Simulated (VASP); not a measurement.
# MgVFeP2O8F2 (P1) in VASP: a series of runs, part 2 of 2

VASP 6.6.1. The steps go on from the part before.

### Step 3. Electric field gradients, PBE, collinear spin, ferrimagnetic start

File INCAR:

```
SYSTEM = MgVFeP2O8F2
  PREC = Accurate
  ENCUT = 520
  EDIFF = 1E-8
  ISMEAR = -1
  SIGMA = 0.02
  LREAL = .False.
  LASPH = .True.
  NELM = 200
  ALGO = Normal
  ISIF = 2
  LWAVE = .False.
  LCHARG = .False.
  ISPIN = 2
  MAGMOM = 0 1 -4 0 0 0 0 0 0 0 0 0 0 0 0
  LORBIT = 11
  LMAXMIX = 4
  GGA = PE
  LEFG = .True.
  NBANDS = 64
  GGA_COMPAT = .False.
  KPAR = 4
```

File KPOINTS:

```
regular mesh
0
Gamma
  5 5 4
  0 0 0
```

File POSCAR:

```
MgVFeP2O8F2
1.0
    5.2157105377      0.0000000000      0.0000000000
   -0.6523413150      5.3759057865      0.0000000000
   -2.0959764692     -2.8438796852      6.5644126239
Mg V Fe P O F
1 1 1 2 8 2
Direct
    0.0843561400      0.4369606700      0.8318519100
    0.0015271100      0.0067566200      0.0120188700
    0.4855611200      0.4984880800      0.4887761900
    0.4419115600      0.1177741700      0.7627979400
    0.5667528900      0.8795781300      0.2403996400
    0.2954309200      0.1761151300      0.9254877900
    0.3529876000      0.8178607100      0.6239675000
    0.3390693400      0.3150489800      0.6620219800
    0.2530722300      0.7823572300      0.0946889200
    0.7642522300      0.2082849700      0.8649732000
    0.6303099000      0.6835349400      0.3439234000
    0.6289916100      0.1716828100      0.3976240100
    0.7267595900      0.8516840900      0.0921463800
    0.1320183800      0.3298355900      0.2705493500
    0.8594993600      0.6615378800      0.7369879100
```

Potentials or basis: VASP PAW PBE potentials, release 64 (Mg, V_sv, Fe, P, O, F).

Launch:

```bash
> cat potpaw_PBE.64/Mg/POTCAR potpaw_PBE.64/V_sv/POTCAR potpaw_PBE.64/Fe/POTCAR potpaw_PBE.64/P/POTCAR potpaw_PBE.64/O/POTCAR potpaw_PBE.64/F/POTCAR > POTCAR
> mpirun -np 4 vasp_std > vasp.out
```

OUTCAR:

```text
SYSTEM = MgVFeP2O8F2
   PREC = Accurate
   ENCUT = 520
   EDIFF = 1E-8
   ISMEAR = -1
   LREAL = .False.
   LASPH = .True.
   NELM = 200
   ISIF = 2
   ISPIN = 2
   LORBIT = 11
   GGA = PE

 ion  position               nearest neighbor table
   1  0.084  0.437  0.832-  15 1.96   9 2.05   6 2.08  10 2.08   8 2.09   4 2.73   2 3.05   2 3.11
                             5 3.25
   2  0.002  0.007  0.012-  13 1.91  14 1.97   9 2.01   6 2.06  10 2.08  15 2.10   1 3.05   1 3.11

   3  0.486  0.498  0.489-  11 1.94  14 1.94  12 1.98   7 1.99  15 2.11   8 2.12
   4  0.442  0.118  0.763-   7 1.52   8 1.57   6 1.57  10 1.57   1 2.73
   5  0.567  0.880  0.240-  11 1.53  12 1.54  13 1.54   9 1.59   1 3.25
   6  0.295  0.176  0.925-   4 1.57   2 2.06   1 2.08
   7  0.353  0.818  0.624-   4 1.52   3 1.99
   8  0.339  0.315  0.662-   4 1.57   1 2.09   3 2.12
   9  0.253  0.782  0.095-   5 1.59   2 2.01   1 2.05
  10  0.764  0.208  0.865-   4 1.57   2 2.08   1 2.08
  11  0.630  0.684  0.344-   5 1.53   3 1.94
  12  0.629  0.172  0.398-   5 1.54   3 1.98
  13  0.727  0.852  0.092-   5 1.54   2 1.91
  14  0.132  0.330  0.271-   3 1.94   2 1.97
  15  0.859  0.662  0.737-   1 1.96   2 2.10   3 2.11

  LATTYP: Found a triclinic cell.
 ALAT       =    12.3186911542
 B/A-ratio  =     1.1231765105
 C/A-ratio  =     1.3429092022
 COS(alpha) =     0.0072995120
 COS(beta)  =     0.5389273226
 COS(gamma) =     0.8437304310

  Lattice vectors:

 A1 = (  11.0837623904,  -5.3759057865,   0.0000000000)
 A2 = (   8.9877859212,  -8.2197854717,   6.5644126239)
 A3 = (  10.0600047911,   0.3118535839, -13.1288252478)

Analysis of symmetry for initial positions (statically):
=====================================================================
 Subroutine PRICEL returns:
 Original cell was already a primitive cell.

 Routine SETGRP: Setting up the symmetry group for a
 triclinic supercell.

 Subroutine GETGRP returns: Found  1 space group operations
 (whereof  1 operations were pure point group operations)
 out of a pool of  2 trial point group operations.

The static configuration has the point symmetry C_1 .
[... 3257 lines left out ...]
---------------------------------------------------------------------

 Electric field gradients after diagonalization (V/A^2)
 (convention: |V_zz| > |V_xx| > |V_yy|)
----------------------------------------------------------------------
 ion       V_xx      V_yy      V_zz     asymmetry (V_yy - V_xx)/ V_zz
----------------------------------------------------------------------
   1      10.384     4.406   -14.790       0.404
   2      40.593     2.226   -42.819       0.896
   3     -37.711    -4.238    41.949       0.798
   4      18.908     9.195   -28.103       0.346
   5     -21.253    -5.417    26.670       0.594
   6     -54.838   -41.632    96.470       0.137
   7     -51.454   -43.929    95.383       0.079
   8     -66.833   -24.918    91.751       0.457
   9     -65.124   -23.728    88.852       0.466
  10     -74.676   -20.474    95.150       0.570
  11     -56.666   -38.710    95.376       0.188
  12     -59.965   -37.931    97.896       0.225
  13     -55.021   -34.691    89.713       0.227
  14     -63.285   -31.120    94.405       0.341
  15      68.056     3.966   -72.022       0.890
----------------------------------------------------------------------

           NMR quadrupolar parameters

 Cq : quadrupolar parameter    Cq=e*Q*V_zz/h
 eta: asymmetry parameters     (V_yy - V_xx)/ V_zz
 Q  : nuclear electric quadrupole moment in mb (millibarn)
----------------------------------------------------------------------
 ion       Cq(MHz)       eta       Q (mb)
----------------------------------------------------------------------
   1      -0.036       0.404       1.000
   2      -0.104       0.896       1.000
   3       0.101       0.798       1.000
   4      -0.068       0.346       1.000
   5       0.064       0.594       1.000
   6       0.233       0.137       1.000
   7       0.231       0.079       1.000
   8       0.222       0.457       1.000
   9       0.215       0.466       1.000
  10       0.230       0.570       1.000
  11       0.231       0.188       1.000
  12       0.237       0.225       1.000
  13       0.217       0.227       1.000
  14       0.228       0.341       1.000
  15      -0.174       0.890       1.000
----------------------------------------------------------------------

 total charge

# of ion       s       p       d       tot
------------------------------------------
    1        0.127   0.146   0.065   0.339
    2        2.203   6.207   2.851  11.261
    3        0.320   0.467   5.836   6.622
    4        0.909   1.484   0.000   2.394
    5        0.907   1.496   0.000   2.403
    6        1.560   3.607   0.000   5.166
    7        1.567   3.585   0.000   5.153
    8        1.563   3.581   0.000   5.144
    9        1.558   3.600   0.000   5.158
   10        1.556   3.602   0.000   5.158
   11        1.567   3.580   0.000   5.147
   12        1.563   3.581   0.000   5.144
   13        1.565   3.598   0.000   5.163
   14        1.740   4.347   0.000   6.086
   15        1.735   4.385   0.000   6.120
--------------------------------------------------
tot         20.441  47.265   8.752  76.459

 magnetization (x)

# of ion       s       p       d       tot
------------------------------------------
    1        0.000  -0.001  -0.000  -0.000
    2        0.010   0.010   1.666   1.686
    3       -0.014  -0.019  -3.985  -4.018
    4       -0.002  -0.005   0.000  -0.007
    5       -0.003  -0.006   0.000  -0.009
    6       -0.001  -0.014   0.000  -0.015
    7       -0.009  -0.082   0.000  -0.091
    8       -0.007  -0.050   0.000  -0.057
    9       -0.001  -0.020   0.000  -0.021
   10       -0.001  -0.007   0.000  -0.008
   11       -0.011  -0.118   0.000  -0.129
   12       -0.009  -0.094   0.000  -0.103
   13       -0.002  -0.029   0.000  -0.031
   14       -0.004  -0.086   0.000  -0.090
   15       -0.003  -0.036   0.000  -0.039
--------------------------------------------------
tot         -0.057  -0.558  -2.319  -2.934
```

OSZICAR:

```text
N       E                     dE             d eps       ncg     rms          rms(c)
DAV:   1     0.100093816065E+04    0.10009E+04   -0.47121E+04 13064   0.149E+03
DAV:   2    -0.940415550404E+01   -0.10103E+04   -0.93864E+03 14368   0.408E+02
DAV:   3    -0.122715964776E+03   -0.11331E+03   -0.11036E+03 15000   0.155E+02
DAV:   4    -0.126571182216E+03   -0.38552E+01   -0.37762E+01 16584   0.317E+01
[... 22 lines left out ...]
DAV:  27    -0.107098865779E+03    0.12772E-06   -0.16397E-06 18952   0.142E-02    0.281E-03
DAV:  28    -0.107098865817E+03   -0.38023E-07   -0.17254E-07 17864   0.302E-03    0.224E-03
DAV:  29    -0.107098865849E+03   -0.32210E-07   -0.74207E-08 11592   0.171E-03    0.175E-03
DAV:  30    -0.107098865845E+03    0.42746E-08   -0.23704E-08 11024   0.207E-03
   1 F= -.10709887E+03 E0= -.10709859E+03  d E =-.559721E-03  mag=    -3.0000
```

Wall time 9.6 min (4 MPI ranks of Intel Xeon Platinum 8488C (Sapphire Rapids), shared host); peak memory 0.98 GiB.

What came out:

* Free energy: -107.0989 eV
* Pressure: -1.0 GPa
* Largest force: 1.133 eV/Å
* Band gap on the k mesh: 0.14 eV
* Net moment: -3.00 μB per cell
* Site moments: Mg -0.00; V +1.69; Fe -4.02; P -0.01; O -0.01, -0.09, -0.06, -0.02, -0.13, -0.10, -0.03 (each value once); F -0.09, -0.04 μB
* Largest electric field gradient by atom: Mg -14.8; V -42.8; Fe +41.9; P -28.1, +26.7; O +96.5, +95.4, +91.8, +88.9, +95.2, +97.9, +89.7 (each value once); F +94.4, -72.0 V/Å²
* Valence electrons inside the program's atomic spheres: Mg 0.34; V 11.26; Fe 6.62; P 2.39, 2.40; O 5.17, 5.15, 5.14, 5.16 (each value once); F 6.09, 6.12

Forces on the atoms (eV/Å):
```
Mg  -0.017  0.049 -0.169
V   -0.281 -0.170  0.424
Fe  -0.067  0.055 -0.083
P   -0.090  0.063 -0.498
P   -0.191 -0.061  0.774
O   -0.409 -0.261  0.339
O    0.001  0.041  0.124
O   -0.117 -0.244  0.285
O   -0.279  0.292 -0.280
O    0.279 -0.178  0.283
O    0.075  0.225 -0.219
O    0.096 -0.114 -0.201
O    0.838  0.555 -0.524
F   -0.063 -0.381 -0.811
F    0.225  0.129  0.558
```

Stress tensor (GPa, compression positive):
```
-0.88 -0.01  0.19
-0.01 -1.37 -0.18
 0.19 -0.18 -0.71
```

Levels at points of the mesh, in eV from the valence-band top:
Spin up:
```
           k point  band 43  band 44  band 45  band 46  band 47  band 48  band 49  band 50
(0.00, 0.00, 0.00)    -2.07    -1.72    -0.33    -0.07     0.17     0.21     0.32     0.41
(0.00, 0.00, 0.50)    -2.13    -1.70    -0.29     0.00     0.14     0.24     0.33     0.43
```
Spin down:
```
           k point  band 47  band 48  band 49  band 50  band 51  band 52
(0.00, 0.00, 0.00)    -2.10    -1.71    -0.96     1.22     2.07     2.28
(0.00, 0.00, 0.50)    -1.93    -1.61    -0.91     1.21     2.05     2.25
```

Electric field gradients, principal values (V/Å²):
| atom | least | middle | greatest (by size) |
| --- | --- | --- | --- |
| 1 Mg | 4.406 | 10.384 | -14.790 |
| 2 V | 2.226 | 40.593 | -42.819 |
| 3 Fe | -4.238 | -37.711 | 41.949 |
| 4 P | 9.195 | 18.908 | -28.103 |
| 5 P | -5.417 | -21.253 | 26.670 |
| 6 O | -41.632 | -54.838 | 96.470 |
| 7 O | -43.929 | -51.454 | 95.383 |
| 8 O | -24.918 | -66.833 | 91.751 |
| 9 O | -23.728 | -65.124 | 88.852 |
| 10 O | -20.474 | -74.676 | 95.150 |
| 11 O | -38.710 | -56.666 | 95.376 |
| 12 O | -37.931 | -59.965 | 97.896 |
| 13 O | -34.691 | -55.021 | 89.713 |
| 14 F | -31.120 | -63.285 | 94.405 |
| 15 F | 3.966 | 68.056 | -72.022 |

Caveat: without QUAD_EFG the Cq values of the log hold for a quadrupole moment of 1 mb, not for the nuclei; an odd mesh through Γ misses points on the zone boundary, where band edges can lie; a cell with one magnetic atom can't hold antiferromagnetic order, which such compounds often take; forces of over 1 eV/Å act on the atoms, so gaps and moduli don't describe the material at rest.
